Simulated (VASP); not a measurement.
# WC in VASP: a series of runs

The runs below take WC through single point, with PBE.

Program: VASP 6.6.1. These are calculated values, not measurements. Logs are shortened: lines on timing, memory, paths and dates and some standing lists are left out, and cuts for length are marked.

## 1. The cell of the first run

The cell holds a slab with vacuum, 24 atoms: a = 5.778 Å, b = 5.778 Å, c = 19.067 Å, α = 90.00°, β = 90.00°, γ = 120.00°.

## 2. Single point, PBE

INCAR reads:

```
  ALGO = Normal
  EDIFF = 1E-7
  ENCUT = 520
  GGA = PE
  ISIF = 2
  ISMEAR = -1
  LASPH = True
  LCHARG = False
  LREAL = Auto
  LWAVE = False
  NBANDS = 126
  NELM = 60
  PREC = Accurate
  SIGMA = 0.05
```

KPOINTS reads:

```
k-points
0
Gamma
  3 3 1
```

POSCAR reads:

```
WC
1.0
    5.7780000000      0.0000000000      0.0000000000
   -2.8890000000      5.0038950000      0.0000000000
    0.0000000000      0.0000000000     19.0675000000
W C
12 12
Direct
    0.0000000000      0.0000000000      0.0524452603
    0.0188216420      0.0060752674      0.2016782483
   -0.0064299560      0.0691061663      0.3590926970
   -0.0000047463      0.4999905074      0.0524452603
    0.0161916990      0.5172570568      0.2023862593
    0.0170386961      0.5450154330      0.3560823391
    0.5000000000      0.0000000000      0.0524452603
    0.5137353634      0.0204440741      0.2022446571
    0.5095490125      0.0401087553      0.3575508063
    0.4999952537      0.4999905074      0.0524452603
    0.5079842726      0.5049266621      0.2040645077
    0.4966809060      0.5484327709      0.3687478694
    0.3333350820      0.1666701639      0.1265766356
    0.3520802325      0.1747039057      0.2833617412
    0.3474475132      0.2095367709      0.4187439360
    0.3333303357      0.6666606713      0.1265766356
    0.3546220560      0.6992752646      0.2700878458
    0.3324306717      0.7250551820      0.4199396880
    0.8333350820      0.1666701639      0.1265766356
    0.8396544533      0.1729053068      0.2750386784
    0.8307485422      0.2427708815      0.4205165858
    0.8333303357      0.6666606713      0.1265766356
    0.8502305678      0.7006342060      0.2774459158
    0.8762263016      0.7291919595      0.4138770159
```

Potentials or basis: VASP PAW PBE potentials, release 64 (W_sv, C).

Started as:

```console
$ cat potpaw_PBE.64/W_sv/POTCAR potpaw_PBE.64/C/POTCAR > POTCAR
$ mpirun -np 1 vasp_std > vasp.out
```

OUTCAR:

```text
EDIFF = 1E-7
   ENCUT = 520
   GGA = PE
   ISIF = 2
   ISMEAR = -1
   LASPH = True
   LREAL = Auto
   NELM = 60
   PREC = Accurate

 ion  position               nearest neighbor table
   1  0.000  0.000  0.052-  19 2.19  13 2.19  22 2.19   2 2.85  10 2.89   4 2.89   7 2.89   7 2.89
                             4 2.89  10 2.89
   2  0.019  0.006  0.202-  23 2.11  13 2.13  22 2.22  20 2.23  19 2.25  14 2.28   5 2.82   8 2.82
                             1 2.85  11 2.86  11 2.92   8 2.96   5 2.96   3 3.04
   3  0.994  0.069  0.359-  24 2.02  21 2.05  20 2.06  15 2.12  14 2.34  23 2.42   6 2.69   9 2.72
                            12 2.85  12 2.95   2 3.04   9 3.07   6 3.10
   4  1.000  0.500  0.052-  19 2.19  22 2.19  16 2.19   5 2.86   7 2.89   1 2.89  10 2.89  10 2.89
                             7 2.89   1 2.89
   5  0.016  0.517  0.202-  17 2.13  16 2.15  22 2.21  20 2.21  23 2.26  19 2.27   2 2.82   4 2.86
                            11 2.88   8 2.89   8 2.89  11 2.90   6 2.93   2 2.96
   6  0.017  0.545  0.356-  21 1.96  24 1.97  18 2.00  23 2.20  17 2.36  20 2.42   3 2.69  12 2.77
                             9 2.85   9 2.92   5 2.93  12 3.03   3 3.10
   7  0.500  0.000  0.052-  13 2.19  19 2.19  16 2.19   8 2.86  10 2.89   4 2.89   1 2.89   1 2.89
                            10 2.89   4 2.89
   8  0.514  0.020  0.202-  17 2.06  20 2.14  19 2.16  13 2.18  14 2.21  16 2.28  11 2.82   2 2.82
                             7 2.86   5 2.89   5 2.89   2 2.96  11 2.96   9 2.96
   9  0.510  0.040  0.358-  18 1.98  21 2.02  15 2.03  14 2.04  20 2.29  17 2.39   3 2.72  12 2.81
[... 5 lines left out ...]
  12  0.497  0.548  0.369-  15 1.95  18 1.97  24 2.09  17 2.38  23 2.49  14 2.49   6 2.77   9 2.81
                             3 2.85   3 2.95   9 2.98   6 3.03  11 3.15
  13  0.333  0.167  0.127-   2 2.13   8 2.18  10 2.19   7 2.19   1 2.19  11 2.25
  14  0.352  0.175  0.283-   9 2.04   8 2.21  11 2.24   2 2.28   3 2.34  12 2.49
  15  0.347  0.210  0.419-  12 1.95   9 2.03   3 2.12
  16  0.333  0.667  0.127-   5 2.15  10 2.19   4 2.19   7 2.19  11 2.24   8 2.28
  17  0.355  0.699  0.270-   8 2.06   5 2.13  11 2.15   6 2.36  12 2.38   9 2.39
  18  0.332  0.725  0.420-  12 1.97   9 1.98   6 2.00
  19  0.833  0.167  0.127-   8 2.16   4 2.19   1 2.19   7 2.19   2 2.25   5 2.27
  20  0.840  0.173  0.275-   3 2.06   8 2.14   5 2.21   2 2.23   9 2.29   6 2.42
  21  0.831  0.243  0.421-   6 1.96   9 2.02   3 2.05
  22  0.833  0.667  0.127-   4 2.19  10 2.19   1 2.19  11 2.20   5 2.21   2 2.22
  23  0.850  0.701  0.277-   2 2.11   6 2.20  11 2.22   5 2.26   3 2.42  12 2.49
  24  0.876  0.729  0.414-   6 1.97   3 2.02  12 2.09

  LATTYP: Found a hexagonal cell.
 ALAT       =     5.7780000000
 C/A-ratio  =     3.3000173070

  Lattice vectors:

 A1 = (   5.7780000000,   0.0000000000,   0.0000000000)
 A2 = (  -2.8890000000,   5.0038950000,   0.0000000000)
 A3 = (   0.0000000000,   0.0000000000,  19.0675000000)

Analysis of symmetry for initial positions (statically):
=====================================================================
[... 162 lines left out ...]
   EFERMI =   0.00;   METHOD = LEGACY
   ISMEAR =    -1;   SIGMA  =   0.05  broadening in eV -4-tet -1-fermi 0-gaus
   EFERMI_NEDOS =   21; number of points for ismear=-14 and -15
   IALGO  =     38    algorithm
   IMIX   =      4    mixing-type and parameters
     AMIX     =   0.40;   BMIX     =  1.00
     AMIX_MAG =   1.60;   BMIX_MAG =  1.00
  volume/ion in A,a.u.               =      22.97       155.01
  Fermi-wavevector in a.u.,A,eV,Ry     =   1.197934  2.263767 19.524987  1.435046
  Thomas-Fermi vector in A             =   2.333836
   LORBIT       =      0    0 simple, 1 ext, 2 COOP (PROOUT), +10 PAW based schemes
   GGA     = PE    functional components
   LHFCALC =     F    Hartree Fock is set to
   AEXX    =    0.0000 exact exchange contribution
   IVDW    =     0    specifies the selected vdW correction
   LEPSILON=     F    determine dielectric tensor
   LRPA    =     F    only Hartree local field effects (RPA)
 non-spin polarized calculation
  energy-cutoff  :      520.00
  volume of cell :      551.29
 maximum number of plane-waves:     14891
 NGX is ok and might be reduce to    48
   NGX = 21   NGY = 21   NGZ = 71

 number of electron     215.9999991 magnetization

 Free energy of the ion-electron system (eV)
  ---------------------------------------------------
  ext. energy  EPLUGINS =         0.00000000
  ---------------------------------------------------
  free energy    TOTEN  =      -249.37218937 eV

  energy without entropy =     -249.33835334  energy(sigma->0) =     -249.35527135

 E-fermi :   2.1050     XC(G=0):  -7.2978

 val. band max:        2.0272240213   @ k =   0.0000   0.0000   0.0000
 cond. band min:       2.1214642206   @ k =   0.3333  -0.0000   0.0000
 fundamental gap:      0.0942401993
 Fermi energy:         2.1049525965

 k-point     1 :       0.0000    0.0000    0.0000
  band No.  band energies     occupation
      1     -72.0153      2.00000
      2     -71.9941      2.00000
      3     -71.9423      2.00000
      4     -71.9361      2.00000
      5     -71.9236      2.00000
      6     -71.9191      2.00000
[... 604 lines left out ...]
    119       4.0018      0.00000
    120       4.1588      0.00000
 [bands above 120 left out]

------------------------ aborting loop because EDIFF is reached ----------------------------------------

  FORCE on cell =-STRESS in cart. coord.  units (eV):
  Direction    XX          YY          ZZ          XY          YZ          ZX
  --------------------------------------------------------------------------------------
  -------------------------------------------------------------------------------------
  Total       17.6926595     21.2498430    -11.9410062     -1.3237104    -12.2827287      3.8156861
  in kB       51.4190704     61.7570904    -34.7033999     -3.8470168    -35.6965269     11.0892900
  external PRESSURE =      26.1575870 kB  Pullay stress =       0.0000000 kB

 VOLUME and BASIS-vectors are now :
 -----------------------------------------------------------------------------
  energy-cutoff  :      520.00
  volume of cell :      551.29
      direct lattice vectors                 reciprocal lattice vectors
     5.778000000  0.000000000  0.000000000     0.173070267  0.099922161  0.000000000
    -2.889000000  5.003895000  0.000000000     0.000000000  0.199844321  0.000000000
     0.000000000  0.000000000 19.067500000     0.000000000  0.000000000  0.052445260

 POSITION                                       TOTAL-FORCE (eV/Angst)
 -----------------------------------------------------------------------------------
      0.00000      0.00000      1.00000         0.032048      0.059299      0.875213
      0.09120      0.03040      3.84550        -2.343648      0.859568      1.210525
      5.54120      0.34580      6.84700         4.753948     -3.420202      0.634039
      4.33350      2.50190      1.00000         0.148713      0.015968      0.764701
     -1.40080      2.58830      3.85900        -0.771813     -0.835890      0.409298
     -1.47610      2.72720      6.78960        -1.403291      1.284186     -0.371555
[... 16 lines left out ...]
      2.88850      3.50590      5.29020        -0.198361     -1.077735     -0.107924
      2.95620      3.64880      7.89160        -1.981991      0.110333      0.475444
 -----------------------------------------------------------------------------------
    total drift:                               -0.003154     -0.008266      0.048795

  FREE ENERGIE OF THE ION-ELECTRON SYSTEM (eV)
  ---------------------------------------------------
  free  energy   TOTEN  =      -249.3721893651 eV

  energy  without entropy=     -249.3383533426  energy(sigma->0) =     -249.35527135
```

stdout:

```text
POSCAR found type information on POSCAR W C
 POSCAR found :  2 types and      24 ions
 scaLAPACK will be used
 LDA part: xc-table for (Slater+PW92), standard interpolation
 POSCAR, INCAR and KPOINTS ok, starting setup
 FFT: planning ... GRIDC
 FFT: planning ... GRID_SOFT
 FFT: planning ... GRID
 WAVECAR not read
 entering main loop
```

It took 13 min on 1 thread of Intel Xeon 6975P-C (Granite Rapids), shared host; peak memory 0.77 GiB.

What came out:

* Free energy: -249.3722 eV
* Largest force: 5.891 eV/Å
* Band gap on the k mesh: zero (bands 108 and 109 overlap by 0.95 eV)

Forces on the atoms (eV/Å):
```
W    0.032  0.059  0.875
W   -2.344  0.860  1.211
W    4.754 -3.420  0.634
W    0.149  0.016  0.765
W   -0.772 -0.836  0.409
W   -1.403  1.284 -0.372
W    0.188  0.098  0.866
W    0.445 -0.774  0.132
W   -0.476  0.406  0.701
W    0.023  0.068  1.072
W    0.121  1.262  0.175
W    2.810  0.091 -2.833
C    0.222  0.530 -1.013
C   -2.082  1.483 -2.186
C   -1.014  0.103  0.355
C    0.343  0.414 -0.681
C   -0.045 -1.356  1.901
C    0.350 -0.440  0.453
C    0.418  0.400 -0.806
C   -0.383  1.498 -1.000
C    0.848 -1.061 -0.600
C   -0.003  0.283 -0.426
C   -0.198 -1.078 -0.108
C   -1.982  0.110  0.475
```

Caveat: the k points lie up to 0.42 Å⁻¹ apart, too coarse for converged energies and pressures of a metal; spin-orbit coupling is left out, which moves the levels of the heavy elements.

## 3. Single point, PBE

INCAR reads:

```
  ALGO = Normal
  EDIFF = 1E-7
  ENCUT = 520
  GGA = PE
  ISIF = 2
  ISMEAR = -1
  LASPH = T
  LCHARG = T
  LELF = T
  LREAL = Auto
  LVHAR = T
  LWAVE = F
  NBANDS = 126
  NELM = 60
  PREC = Accurate
  SIGMA = 0.05
```

KPOINTS is that of step 2.

POSCAR reads:

```
WC
1.0
    5.7780000000      0.0000000000      0.0000000000
   -2.8890000000      5.0038950000      0.0000000000
    0.0000000000      0.0000000000     19.0675000000
W C
12 12
Direct
    0.0000000000      0.0000000000      0.0524452603
    0.0127827459      0.0130698186      0.2040173069
    0.0036335901     -0.0131897252      0.3531244264
   -0.0000047463      0.4999905074      0.0524452603
    0.0193505817      0.5002103361      0.2021922119
   -0.0093950682      0.5163777417      0.3545666710
    0.5000000000      0.0000000000      0.0524452603
    0.5051297073     -0.0049361547      0.2026694637
    0.4820589807      0.0046164038      0.3561295398
    0.4999952537      0.4999905074      0.0524452603
    0.5114345702      0.4964932318      0.2049875443
    0.4998138939      0.4901781512      0.3593968795
    0.3333350820      0.1666701639      0.1265766356
    0.3595745700      0.1559784928      0.2801048905
    0.3136484111      0.1794602005      0.4201966697
    0.3333303357      0.6666606713      0.1265766356
    0.3591847678      0.6821286218      0.2742047987
    0.3232891469      0.6636430221      0.4051868362
    0.8333350820      0.1666701639      0.1265766356
    0.8728203663      0.1773818196      0.2792290547
    0.8302304239      0.1629530596      0.4045050479
    0.8333303357      0.6666606713      0.1265766356
    0.8655438885      0.6734553783      0.2700878458
    0.8200487615      0.6619043765      0.4234115642
```

Potentials or basis: VASP PAW PBE potentials, release 64 (W_sv, C).

Started as:

```console
$ cat potpaw_PBE.64/W_sv/POTCAR potpaw_PBE.64/C/POTCAR > POTCAR
$ mpirun -np 1 vasp_std > vasp.out
```

It took 17 min on 1 thread of Intel Xeon 6975P-C (Granite Rapids), shared host; peak memory 0.76 GiB.

It converged, with:

```yaml
Free_energy: -249.7448 eV
Largest_force: 3.926 eV/Å
Band_gap_on_the_k_mesh: zero (bands 108 and 109 overlap by 0.82 eV)
```

Forces on the atoms (eV/Å):
```
W    0.095 -0.031  1.079
W    0.795 -1.733 -1.256
W   -1.974  1.269  1.973
W    0.061  0.033  0.853
W   -1.185  0.081 -0.276
W    1.659 -2.364 -0.263
W    0.074  0.027  0.986
W    0.990  1.228 -0.519
W    3.891 -0.353  0.392
W    0.293  0.018  1.140
W    0.192  0.726 -0.932
W   -0.259  1.776 -0.612
C    0.229 -0.004 -0.509
C   -2.664  1.625 -2.374
C    0.829 -1.229 -0.545
C    0.514  0.020 -0.705
C   -0.371 -1.177  0.626
C   -0.110 -0.229  2.696
C    0.163 -0.064 -0.656
C   -1.978 -0.006 -0.873
C   -0.257  0.226  1.321
C    0.134  0.126 -0.520
C   -1.443 -0.028  0.973
C    0.322  0.064 -2.001
```

Levels at points of the mesh, in eV from the Fermi level:
```tsv
k point	band 105	band 106	band 107	band 108	band 109	band 110	band 111	band 112
(0.00, 0.00, 0.00)	-0.31	0.04	0.35	0.38	0.39	0.73	0.82	1.13
```

Caveat: the k points lie up to 0.42 Å⁻¹ apart, too coarse for converged energies and pressures of a metal; the atoms stand as in a frame of molecular dynamics; spin-orbit coupling is left out, which moves the levels of the heavy elements.
